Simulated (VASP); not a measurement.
# NbH2 (P-3m1) in VASP: further runs, part 2 of 2

VASP 6.6.1. The steps go on from the part before.

### 3 Relaxation of cell and atoms, PBEsol

This run uses another cell than the first one, of 9.09 Å³/atom, 0.770 times its volume.

The input, INCAR:

```
PREC = Accurate ; ENCUT = 600
EDIFF = 1E-7 ; ISMEAR = 1
SIGMA = 0.05 ; LREAL = False
LASPH = True ; NELM = 100
ALGO = Normal ; ISIF = 3
LWAVE = False ; LCHARG = False
GGA = PS ; IBRION = 2
NSW = 60 ; EDIFFG = -0.01
```

The input, KPOINTS:

```
Automatic mesh
0
Gamma
  7 7 4
```

The input, POSCAR:

```
NbH2
1.0
    2.7000000000      0.0000000000      0.0000000000
   -1.3500000000      2.3382685902      0.0000000000
    0.0000000000      0.0000000000      4.3200000000
Nb H
1 2
Direct
    0.0000000000      0.0000000000      0.0000000000
    0.3333333333      0.6666666667      0.2500000000
    0.6666666667      0.3333333333      0.7500000000
```

Potentials or basis: VASP PAW PBE potentials, release 64 (Nb_sv, H).

Run with:

```bash
$ cat potpaw_PBE.64/Nb_sv/POTCAR potpaw_PBE.64/H/POTCAR > POTCAR
$ mpirun -np 1 vasp_std > vasp.out
```

OUTCAR:

```text
PREC = Accurate
   ENCUT = 600
   EDIFF = 1E-7
   ISMEAR = 1
   LREAL = False
   LASPH = True
   NELM = 100
   ISIF = 3
   GGA = PS
   IBRION = 2
   NSW = 60
   EDIFFG = -0.01

 ion  position               nearest neighbor table
   1  0.000  0.000  0.000-   2 1.90   3 1.90   2 1.90   3 1.90   3 1.90   2 1.90
   2  0.333  0.667  0.250-   1 1.90   1 1.90   1 1.90
   3  0.667  0.333  0.750-   1 1.90   1 1.90   1 1.90

  LATTYP: Found a hexagonal cell.
 ALAT       =     2.7000000000
 C/A-ratio  =     1.6000000000

  Lattice vectors:

 A1 = (   2.7000000000,   0.0000000000,   0.0000000000)
 A2 = (  -1.3500000000,   2.3382685902,   0.0000000000)
 A3 = (   0.0000000000,   0.0000000000,   4.3200000000)

Analysis of symmetry for initial positions (statically):
=====================================================================
 Subroutine PRICEL returns:
 Original cell was already a primitive cell.

 Routine SETGRP: Setting up the symmetry group for a
 hexagonal supercell.

 Subroutine GETGRP returns: Found 12 space group operations
 (whereof 12 operations were pure point group operations)
 out of a pool of 24 trial point group operations.

The static configuration has the point symmetry D_3d.

Analysis of symmetry for dynamics (positions and initial velocities):
=====================================================================
 Subroutine PRICEL returns:
 Original cell was already a primitive cell.

 Routine SETGRP: Setting up the symmetry group for a
 hexagonal supercell.

 Subroutine GETGRP returns: Found 12 space group operations
 (whereof 12 operations were pure point group operations)
 out of a pool of 24 trial point group operations.

The dynamic configuration has the point symmetry D_3d.

 Subroutine INISYM returns: Found 12 space group operations
 (whereof 12 operations are pure point group operations),
 and found     1 'primitive' translations

----------------------------------------------------------------------------------------

                                     Primitive cell
[... 144 lines left out ...]

------------------------ aborting loop because EDIFF is reached ----------------------------------------

  FORCE on cell =-STRESS in cart. coord.  units (eV):
  Direction    XX          YY          ZZ          XY          YZ          ZX
  --------------------------------------------------------------------------------------
  -------------------------------------------------------------------------------------
  Total        5.6802391      5.6802391      2.4431117      0.0000000     -0.0000000      0.0000000
  in kB      333.6839288    333.6839288    143.5198593      0.0000000     -0.0000000      0.0000000
  external PRESSURE =     270.2959056 kB  Pullay stress =       0.0000000 kB
[... 92 lines left out ...]
  FREE ENERGIE OF THE ION-ELECTRON SYSTEM (eV)
  ---------------------------------------------------
  free  energy   TOTEN  =       -17.2868969661 eV

  energy  without entropy=      -17.2869854102  energy(sigma->0) =      -17.28692645

 E-fermi :   5.4746     XC(G=0): -10.0251

 val. band max:        5.4658349208   @ k =   0.0000   0.2857   0.2500
 cond. band min:       5.4846270099   @ k =   0.2857   0.1429   0.0000
 fundamental gap:      0.0187920890
 Fermi energy:         5.4745692932

 k-point     1 :       0.0000    0.0000    0.0000
  band No.  band energies     occupation
      1     -49.6430      2.00000
      2     -25.9946      2.00000
      3     -24.8279      2.00000
      4     -24.8279      2.00000
      5      -2.7022      2.00000
      6       1.9652      2.00000
      7       2.6386      2.00000
      8       5.4551      1.60633
      9       5.4551      1.60633
     10       8.4562      0.00000
     11       8.4562      0.00000
[... 310 lines left out ...]
  band No.  band energies     occupation
      1     -49.4116      2.00000
      2     -26.2660      2.00000
      3     -25.7363      2.00000
      4     -25.1523      2.00000
      5      -1.0565      2.00000
      6       1.8739      2.00000
      7       2.9821      2.00000
      8       6.5083      0.00000
      9       7.1975      0.00000
     10       8.7446      0.00000
     11      10.4667      0.00000

 [... further k-points ...]

[... ionic steps 4 to 11 ...]

--------------------------------------- Ionic step       12  -------------------------------------------

 number of electron      15.0000000 magnetization

------------------------ aborting loop because EDIFF is reached ----------------------------------------
[... 69 lines left out ...]
--------------------------------------- Ionic step       14  -------------------------------------------

 number of electron      15.0000001 magnetization

 Free energy of the ion-electron system (eV)
  ---------------------------------------------------
  ext. energy  EPLUGINS =         0.00000000
  ---------------------------------------------------
  free energy    TOTEN  =       -17.30195080 eV

  energy without entropy =      -17.30124448  energy(sigma->0) =      -17.30171536

 E-fermi :   5.2354     XC(G=0):  -9.8666

 val. band max:        5.2165643151   @ k =   0.0000   0.2857   0.2500
 cond. band min:       5.2592370293   @ k =   0.2857   0.1429   0.0000
 fundamental gap:      0.0426727143
 Fermi energy:         5.2354022623

 k-point     1 :       0.0000    0.0000    0.0000
  band No.  band energies     occupation
      1     -49.8776      2.00000
      2     -26.2386      2.00000
      3     -25.1003      2.00000
      4     -25.1003      2.00000
      5      -2.9250      2.00000
      6       1.6926      2.00000
      7       2.5284      2.00000
      8       5.2007      1.91564
      9       5.2007      1.91564
     10       8.1361      0.00000
     11       8.1361      0.00000
[... 352 lines left out ...]
  FREE ENERGIE OF THE ION-ELECTRON SYSTEM (eV)
  ---------------------------------------------------
  free  energy   TOTEN  =       -17.3019508034 eV

  energy  without entropy=      -17.3012444816  energy(sigma->0) =      -17.30171536

 reached required accuracy - stopping structural energy minimisation
```

Run time: 2.9 min. Hardware: 1 thread of AMD EPYC 7R43 (Zen 3), shared host; peak memory 0.13 GiB.

What came out:

| Quantity | Value |
| --- | --- |
| Free energy | -17.3020 eV |
| Relaxed volume | 11.44 Å³/atom |
| Relaxed cell | a = 2.845 Å, b = 2.845 Å, c = 4.893 Å, α = 90.00°, β = 90.00°, γ = 120.00° |
| Space group after relaxing (to 0.05 Å) | P-3m1 (No. 164) |
| Energy gained by relaxing | 118.5 meV/atom |
| Ionic steps | 14 |
| Pressure after relaxing | 0.1 GPa |

Step by step:
| step | energy change (eV) | largest force (eV/Å) | pressure (GPa) | volume (Å³) |
| --- | --- | --- | --- | --- |
| 1 | 0.0000 | 0.8505 | 27.03 | 27.27 |
| 2 | -0.2227 | 0.4904 | -10.61 | 33.76 |
| 3 | -0.3405 | 0.0758 | 0.26 | 31.09 |
| 4 | -0.3404 | 0.0608 | 0.66 | 31.01 |
| 5 | -0.3420 | 0.0603 | 0.62 | 31.13 |
| 6 | -0.3457 | 0.0618 | 0.50 | 31.46 |
| 7 | -0.3497 | 0.0752 | 0.33 | 32.13 |
| 8 | -0.3502 | 0.1085 | 0.29 | 33.46 |
| 9 | -0.3526 | 0.1031 | -0.42 | 33.87 |
| 10 | -0.3534 | 0.0984 | -1.11 | 34.30 |
| 11 | -0.3553 | 0.0315 | -0.26 | 34.28 |
| 12 | -0.3555 | 0.0020 | 0.11 | 34.27 |
| 13 | -0.3555 | 0.0001 | 0.13 | 34.27 |
| 14 | -0.3555 | 0.0014 | 0.06 | 34.31 |

Final structure:
```xyz
3
Lattice="2.8454 0.0000 0.0000 -1.4227 2.4642 0.0000 0.0000 0.0000 4.8934" Properties=species:S:1:pos:R:3 pbc="T T T"
Nb    0.0000    0.0000    0.0000
H     0.0000    1.6428    1.1276
H     1.4227    0.8214    3.7657
```

Caveat: the k points lie up to 0.36 Å⁻¹ apart in the final cell; the volume moved by over 15 % at a fixed basis, so the end points are rough; the PAW data sets were made with another functional, which shifts forces and pressure a little.
